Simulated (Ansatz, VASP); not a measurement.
## InSb: VASP beside Ansatz

Contents of INCAR:

```
PREC = Accurate
ENCUT = 520
EDIFF = 1E-6
ISMEAR = 0
SIGMA = 0.15
LREAL = F
LASPH = T
NELM = 80
ALGO = Normal
ISIF = 2
LWAVE = F
LCHARG = F
GGA = PS
NBANDS = 16
```

KPOINTS

```
regular mesh
0
Gamma
  14 14 14
```

The input POSCAR:

```
InSb
1.0
    0.0000000000      3.1786377497      2.6497124281
    3.1786377497      0.0000000000      2.6497124281
    3.1786377497      3.1786377497      0.0000000000
In Sb
1 1
Direct
    0.0000000000      0.0000000000      0.0000000000
    0.5000000000      0.5000000000      0.5000000000
```

Input for Ansatz:

```yaml
crystal:
  lattice:
    - [0.0, 3.1786377497, 2.6497124281]
    - [3.1786377497, 0.0, 2.6497124281]
    - [3.1786377497, 3.1786377497, 0.0]
  atoms:
    - { symbol: In, position: [0.0, 0.0, 0.0] }
    - { symbol: Sb, position: [0.5, 0.5, 0.5] }
basis:
  ecutwfc: 420
kpoints:
  mp_grid: { grid: [14, 14, 14] }
hamiltonian:
  xc: pbesol
  pseudopotentials: { kind: paw, azcp: { folder: soft_1 } }
scf:
  occupations: { method: gaussian, width: 0.15 }
output:
  forces: true
  stress: true
  eigenvalues: true
```

Alike in both runs: task single point; functional PBEsol; k mesh 14 × 14 × 14; occupations gaussian, width 0.15 eV; no spin polarisation.

```csv
,VASP,Ansatz
version,VASP 6.6.1,Ansatz 0.2.0
potentials or method,"VASP PAW PBE potentials, release 64 (In_d, Sb), cutoff 520 eV","scalar-relativistic, plane waves, PAW"
valence electrons in the cell,18,28
```

|  | VASP | Ansatz | Ansatz less VASP |
| --- | --- | --- | --- |
| gap on the k mesh at the Fermi level (eV) | none | none | - |
| pressure (GPa) | 6.6 | 6.6 | -0.01 |
| traceless stress, the component that is largest in VASP (GPa) | 18.86 | 18.89 | +0.024 |

VASP's potentials were made for PBE, not for PBEsol, and Ansatz warns of the same on its side. A gap of «none» marks a metal or a gap that the smearing closes. VASP's potentials hold 18 valence electrons a cell and Ansatz's 28, so a difference there can come from the potentials and not from the codes.

Spin-orbit coupling is off throughout.
